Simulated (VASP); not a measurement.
# CuSi16 (a cell with a defect) in VASP: a series of runs

Runs on CuSi16 (a cell with a defect). Level: PBE+D3(BJ). Tasks: single point.

Program: VASP 6.6.1. These are calculated values, not measurements. Logs are shortened: lines on timing, memory, paths and dates and some standing lists are left out, and cuts for length are marked.

### 1 The cell of the first run

The cell holds a defect, 17 atoms: a = 7.679 Å, b = 7.679 Å, c = 7.679 Å, α = 60.00°, β = 60.00°, γ = 60.00°.

### 2 Single point, PBE+D3(BJ), collinear spin, zero start

INCAR

```
PREC     = Accurate       # precision mode
ENCUT    = 520            # plane-wave cutoff, eV
EDIFF    = 1E-6           # SCF threshold, eV
ISMEAR   = -1             # smearing method
SIGMA    = 0.02           # smearing width, eV
LREAL    = Auto         
LASPH    = T              # aspherical terms in the spheres
NELM     = 150            # most SCF steps
ALGO     = Normal         # electronic algorithm
ISIF     = 2              # what is computed and relaxed
LWAVE    = F              # write WAVECAR
LCHARG   = F              # write CHGCAR
ISPIN    = 2              # spin polarisation
MAGMOM   = 0 0 0 0 0 0 0 0 0 0 0 0 0 0 0 0 0 # initial moments
LORBIT   = 11             # projections on sites
LMAXMIX  = 4              # l up to which the mixer works
GGA      = PE             # functional
IVDW     = 12             # dispersion correction
NBANDS   = 56             # bands
```

KPOINTS

```
Automatic mesh
0
Gamma
  2 2 2
```

POSCAR

```
CuSi16
1.0
    0.0000000000      5.4300000000      5.4300000000
    5.4300000000      0.0000000000      5.4300000000
    5.4300000000      5.4300000000      0.0000000000
Si Cu
16 1
Direct
   -0.0060313076      0.0150736648     -0.0131767956
    0.1013259669      0.1220810313      0.1520257827
    0.0082688766     -0.0265377532      0.5130939227
    0.1719429098      0.1175966851      0.5846685083
    0.0121823204      0.4998434622     -0.0107090239
    0.1522283610      0.6228729282      0.1037569061
   -0.0009576427      0.5004788214      0.4636648250
    0.1178268877      0.5973296501      0.6224677716
    0.4683333333     -0.0186095764      0.0345764273
    0.6082688766      0.1080662983      0.1391160221
    0.5216574586     -0.0305709024      0.5198526703
    0.6203775322      0.1095303867      0.6500460405
    0.5256261510      0.4752025783      0.0077808471
    0.6305709024      0.6135359116      0.1513075506
    0.4790699816      0.5067127072      0.5238581952
    0.6316114180      0.6063259669      0.6361418048
    0.8488397790      0.8632780847      0.9078084715
```

Potentials or basis: VASP PAW PBE potentials, release 64 (Si, Cu).

Command:

```sh
$ cat potpaw_PBE.64/Si/POTCAR potpaw_PBE.64/Cu/POTCAR > POTCAR
$ mpirun -np 1 vasp_std > vasp.out
```

OUTCAR:

```text
PREC = Accurate
   ENCUT = 520
   EDIFF = 1E-6
   ISMEAR = -1
   LREAL = Auto
   LASPH = T
   NELM = 150
   ISIF = 2
   ISPIN = 2
   LORBIT = 11
   GGA = PE
   IVDW = 12
 IVDW          = 12

 ion  position               nearest neighbor table
   1  0.994  0.015  0.987-  17 2.38   2 2.39  10 2.43   6 2.47   4 2.54
   2  0.101  0.122  0.152-   3 2.27   9 2.30   5 2.39   1 2.39
   3  0.008  0.973  0.513-   2 2.27   8 2.37   4 2.41  12 2.43  17 2.48
   4  0.172  0.118  0.585-  11 2.22   3 2.41   7 2.42   1 2.54
   5  0.012  0.500  0.989-  17 2.30   8 2.32   6 2.37   2 2.39  14 2.40
   6  0.152  0.623  0.104-   7 2.27  13 2.35   5 2.37   1 2.47  17 2.74
   7  0.999  0.500  0.464-   6 2.27  16 2.33   8 2.36   4 2.42
   8  0.118  0.597  0.622-  15 2.29   5 2.32   7 2.36   3 2.37
   9  0.468  0.981  0.035-   2 2.30  14 2.32  10 2.33  17 2.39  12 2.42
  10  0.608  0.108  0.139-  13 2.32   9 2.33  11 2.40   1 2.43  17 2.59
  11  0.522  0.969  0.520-   4 2.22  16 2.28  12 2.32  10 2.40
  12  0.620  0.110  0.650-  11 2.32   9 2.42   3 2.43  15 2.49  17 2.64
  13  0.526  0.475  0.008-  10 2.32  16 2.33   6 2.35  14 2.43
  14  0.631  0.614  0.151-   9 2.32  15 2.34   5 2.40  13 2.43  17 2.55
  15  0.479  0.507  0.524-   8 2.29  16 2.29  14 2.34  12 2.49
  16  0.632  0.606  0.636-  11 2.28  15 2.29   7 2.33  13 2.33
  17  0.849  0.863  0.908-   5 2.30   1 2.38   9 2.39   3 2.48  14 2.55  10 2.59  12 2.64   6 2.74

  LATTYP: Found a face centered cubic cell.
 ALAT       =    10.8600000000

  Lattice vectors:

 A1 = (   0.0000000000,   5.4300000000,   5.4300000000)
 A2 = (   5.4300000000,   0.0000000000,   5.4300000000)
 A3 = (   5.4300000000,   5.4300000000,   0.0000000000)

Analysis of symmetry for initial positions (statically):
=====================================================================
 Subroutine PRICEL returns:
 Original cell was already a primitive cell.

 Routine SETGRP: Setting up the symmetry group for a
 face centered cubic supercell.

 Subroutine GETGRP returns: Found  1 space group operations
 (whereof  1 operations were pure point group operations)
 out of a pool of 48 trial point group operations.

The static configuration has the point symmetry C_1 .

Analysis of symmetry for dynamics (positions and initial velocities):
=====================================================================
 Subroutine PRICEL returns:
 Original cell was already a primitive cell.

 Routine SETGRP: Setting up the symmetry group for a
 face centered cubic supercell.

 Subroutine GETGRP returns: Found  1 space group operations
 (whereof  1 operations were pure point group operations)
 out of a pool of 48 trial point group operations.

The dynamic configuration has the point symmetry C_1 .

Analysis of structural, dynamic, and magnetic symmetry:
=====================================================================
 Subroutine PRICEL returns:
 Original cell was already a primitive cell.

 Routine SETGRP: Setting up the symmetry group for a
 face centered cubic supercell.

 Subroutine GETGRP returns: Found  1 space group operations
 (whereof  1 operations were pure point group operations)
 out of a pool of 48 trial point group operations.

The overall configuration has the point symmetry C_1 .

 Subroutine INISYM returns: Found  1 space group operations
 (whereof  1 operations are pure point group operations),
 and found     1 'primitive' translations

----------------------------------------------------------------------------------------

                                     Primitive cell

  volume of cell :     320.2060

  direct lattice vectors                    reciprocal lattice vectors
     0.000000000  5.430000000  5.430000000    -0.092081031  0.092081031  0.092081031
     5.430000000  0.000000000  5.430000000     0.092081031 -0.092081031  0.092081031
     5.430000000  5.430000000  0.000000000     0.092081031  0.092081031 -0.092081031

  length of vectors
     7.679179644  7.679179644  7.679179644     0.159489025  0.159489025  0.159489025

  position of ions in fractional coordinates (direct lattice)
     0.993968692  0.015073665  0.986823204
     0.101325967  0.122081031  0.152025783
     0.008268877  0.973462247  0.513093923
     0.171942910  0.117596685  0.584668508
     0.012182320  0.499843462  0.989290976
     0.152228361  0.622872928  0.103756906
[... 9 lines left out ...]
     0.631611418  0.606325967  0.636141805
     0.848839779  0.863278085  0.907808471

  ion indices of the primitive-cell ions
[... 42 lines left out ...]

 Found      8 irreducible k-points:

 Following reciprocal coordinates:
            Coordinates               Weight
  0.000000  0.000000  0.000000      1.000000
  0.500000  0.000000  0.000000      1.000000
  0.000000  0.500000  0.000000      1.000000
  0.000000  0.000000  0.500000      1.000000
  0.500000  0.500000  0.500000      1.000000
  0.500000  0.500000  0.000000      1.000000
  0.000000  0.500000  0.500000      1.000000
  0.500000  0.000000  0.500000      1.000000
   k-points           NKPTS =      8   k-points in BZ     NKDIM =      8   number of bands    NBANDS=     56
   number of dos      NEDOS =    301   number of ions     NIONS =     17
   total plane-waves  NPLWV = 216000
   dimension x,y,z NGX =    60 NGY =   60 NGZ =   60
   dimension x,y,z NGXF=   120 NGYF=  120 NGZF=  120
   ions per type =              16   1
   NGX,Y,Z   is equivalent  to a cutoff of  12.99, 12.99, 12.99 a.u.
   NGXF,Y,Z  is equivalent  to a cutoff of  25.98, 25.98, 25.98 a.u.
 SYSTEM =  unknown system
   PREC   = accura    normal or accurate (medium, high low for compatibility)
   ISTART =      0    job   : 0-new  1-cont  2-samecut
   ICHARG =      2    charge: 1-file 2-atom 10-const
   ISPIN  =      2    spin polarized calculation?
   LNONCOLLINEAR =      F non collinear calculations
   LSORBIT =      F    spin-orbit coupling
   LASPH  =      T    aspherical Exc in radial PAW
   ENCUT  =  520.0 eV  38.22 Ry    6.18 a.u.  14.28 14.28 14.28*2*pi/ulx,y,z
   NELM   =    150;   NELMIN=  2; NELMDL= -5     # of ELM steps
   EDIFF  = 0.1E-05   stopping-criterion for ELM
   LREAL  =      T    real-space projection
   EDIFFG = 0.1E-04   stopping-criterion for IOM
   NSW    =      0    number of steps for IOM
   IBRION =     -1    ionic relax: 0-MD 1-quasi-New 2-CG
   NFREE  =      0    steps in history (QN), initial steepest desc. (CG)
   ISIF   =      2    stress and relaxation
   ISYM   =      2    0-nonsym 1-usesym 2-fastsym
   POTIM  = 0.5000    time-step for ionic-motion
   TEBEG  =    0.0;   TEEND  =   0.0 temperature during run
   PSTRESS=    0.0 pullay stress
   NELECT =      75.0000    total number of electrons
   NUPDOWN=      -1.0000    fix difference up-down
   EMIN   =  10.00;   EMAX   =-10.00  energy-range for DOS
   EFERMI =   0.00;   METHOD = LEGACY
   ISMEAR =    -1;   SIGMA  =   0.02  broadening in eV -4-tet -1-fermi 0-gaus
   EFERMI_NEDOS =   21; number of points for ismear=-14 and -15
   IALGO  =     38    algorithm
   IMIX   =      4    mixing-type and parameters
     AMIX     =   0.40;   BMIX     =  1.00
     AMIX_MAG =   1.60;   BMIX_MAG =  1.00
  volume/ion in A,a.u.               =      18.84       127.11
  Fermi-wavevector in a.u.,A,eV,Ry     =   1.009142  1.907001 13.855720  1.018367
  Thomas-Fermi vector in A             =   2.142052
   LORBIT       =     11    0 simple, 1 ext, 2 COOP (PROOUT), +10 PAW based schemes
   GGA     = PE    functional components
   LHFCALC =     F    Hartree Fock is set to
   AEXX    =    0.0000 exact exchange contribution
   IVDW    =    12    specifies the selected vdW correction
   LEPSILON=     F    determine dielectric tensor
   LRPA    =     F    only Hartree local field effects (RPA)
 spin polarized calculation
  energy-cutoff  :      520.00
  volume of cell :      320.21
 maximum number of plane-waves:      8646
 NGX is ok and might be reduce to    60
   NGX = 29   NGY = 29   NGZ = 29

 number of electron      75.0000002 magnetization      -0.0000495

 number of electron      75.0000002 magnetization       0.0000083

 Free energy of the ion-electron system (eV)
  ---------------------------------------------------
  ext. energy  EPLUGINS =         0.00000000
  ---------------------------------------------------
  free energy    TOTEN  =       -86.52109785 eV

  energy without entropy =      -86.51108299  energy(sigma->0) =      -86.51609042

 E-fermi :   6.8801     XC(G=0):  -9.6942

 val. band max:        6.8645607615   @ k =   0.5000   0.5000   0.5000
 cond. band min:       6.8968132006   @ k =   0.0000   0.0000   0.5000
 fundamental gap:      0.0322524391
 Fermi energy:         6.8800950307

 spin component 1

 k-point     1 :       0.0000    0.0000    0.0000
  band No.  band energies     occupation
      1      -5.9381      1.00000
      2      -3.7003      1.00000
      3      -3.6705      1.00000
      4      -3.4675      1.00000
      5      -3.3322      1.00000
      6      -2.0416      1.00000
[... 405 lines left out ...]
     48      10.3632      0.00000
     49      10.4525      0.00000
 Fermi energy:         6.8800950307

 spin component 2

 k-point     1 :       0.0000    0.0000    0.0000
  band No.  band energies     occupation
      1      -5.9381      1.00000
      2      -3.7003      1.00000
      3      -3.6705      1.00000
      4      -3.4675      1.00000
      5      -3.3322      1.00000
      6      -2.0416      1.00000
[... 405 lines left out ...]
     48      10.3632      0.00000
     49      10.4525      0.00000
 [bands above 49 left out]

------------------------ aborting loop because EDIFF is reached ----------------------------------------

 Edisp (eV)   -5.66981

 E8    (eV) :    -2.3508

  FORCE on cell =-STRESS in cart. coord.  units (eV):
  Direction    XX          YY          ZZ          XY          YZ          ZX
  --------------------------------------------------------------------------------------
  -------------------------------------------------------------------------------------
  Total       2.40744     0.91451     1.97567    -2.13990     1.53814    -1.61111
  in kB      12.04581     4.57583     9.88543   -10.70716     7.69623    -8.06134
  external pressure =        8.84 kB  Pullay stress =        0.00 kB

 VOLUME and BASIS-vectors are now :
 -----------------------------------------------------------------------------
  energy-cutoff  :      520.00
  volume of cell :      320.21
      direct lattice vectors                 reciprocal lattice vectors
     0.000000000  5.430000000  5.430000000    -0.092081031  0.092081031  0.092081031
     5.430000000  0.000000000  5.430000000     0.092081031 -0.092081031  0.092081031
     5.430000000  5.430000000  0.000000000     0.092081031  0.092081031 -0.092081031

 POSITION                                       TOTAL-FORCE (eV/Angst)
 -----------------------------------------------------------------------------------
      5.44030     10.75570      5.47910        -0.522715      0.321516      0.632285
      1.48840      1.37570      1.21310        -0.380077     -1.020430      0.239698
      8.07200      2.83100      5.33080         0.563599      0.287569     -0.153349
      3.81330      4.10840      1.57220         1.708631     -1.005697     -1.734759
      8.08600      5.43800      2.78030        -0.358698      0.905653     -0.982200
      3.94560      1.39000      4.20880         0.024825     -0.881283      0.692201
[... 9 lines left out ...]
      6.74660      6.88390      6.72200         0.028694      0.350835     -0.185967
      9.61700      9.53860      9.29680         0.258795     -0.345396      0.222498
 -----------------------------------------------------------------------------------
    total drift:                                0.002836      0.005598     -0.001167

  FREE ENERGIE OF THE ION-ELECTRON SYSTEM (eV)
  ---------------------------------------------------
  free  energy   TOTEN  =       -92.1909105578 eV

  energy  without entropy=      -92.1808956982  energy(sigma->0) =      -92.18590313

 total charge

# of ion       s       p       d       tot
------------------------------------------
    1        0.742   0.905   0.000   1.647
    2        0.764   0.926   0.000   1.691
    3        0.734   0.952   0.000   1.686
    4        0.754   0.913   0.000   1.667
    5        0.732   0.960   0.000   1.692
    6        0.744   0.942   0.000   1.686
[... 9 lines left out ...]
   16        0.742   0.977   0.000   1.719
   17        0.461   0.418   9.228  10.107
--------------------------------------------------
tot         12.358  15.523   9.228  37.109

 magnetization (x)

# of ion       s       p       d       tot
------------------------------------------
    1        0.000  -0.000   0.000   0.000
    2        0.000   0.000   0.000   0.000
    3        0.000  -0.000   0.000   0.000
    4       -0.000   0.000   0.000   0.000
    5       -0.000  -0.000   0.000  -0.000
    6        0.000   0.000   0.000   0.000
[... 9 lines left out ...]
   16        0.000  -0.000   0.000  -0.000
   17        0.000   0.000  -0.000   0.000
--------------------------------------------------
tot          0.000   0.000  -0.000   0.000
```

It took 11 min on 1 thread of Intel Xeon Platinum 8488C (Sapphire Rapids), shared host; peak memory 0.73 GiB.

Results:

* Free energy: -92.1909 eV
* Pressure: 0.9 GPa
* Largest force: 2.634 eV/Å
* Net moment: 0.00 μB per cell
* Valence electrons inside the program's atomic spheres: Si 1.65, 1.69, 1.67, 1.70, 1.71, 1.68, 1.73, 1.66, 1.72 (each value once); Cu 10.11
* Dispersion energy per atom: -0.334 eV

Forces on the atoms (eV/Å):
```
Si  -0.523  0.322  0.632
Si  -0.380 -1.020  0.240
Si   0.564  0.288 -0.153
Si   1.709 -1.006 -1.735
Si  -0.359  0.906 -0.982
Si   0.025 -0.881  0.692
Si  -0.074  1.266 -0.451
Si   0.333 -0.508  0.269
Si  -0.066 -0.567  0.328
Si   0.160  0.877  0.219
Si  -0.726 -0.154  1.158
Si   0.574 -0.026  0.601
Si   0.579  0.043  0.205
Si  -0.731 -0.261 -0.571
Si  -1.372  0.717 -0.489
Si   0.029  0.351 -0.186
Cu   0.259 -0.345  0.222
```

Stress tensor (GPa, compression positive):
```
 1.20 -1.07 -0.81
-1.07  0.46  0.77
-0.81  0.77  0.99
```

Caveat: the k points lie up to 0.50 Å⁻¹ apart.

(Part 1 of 2 ends here.)
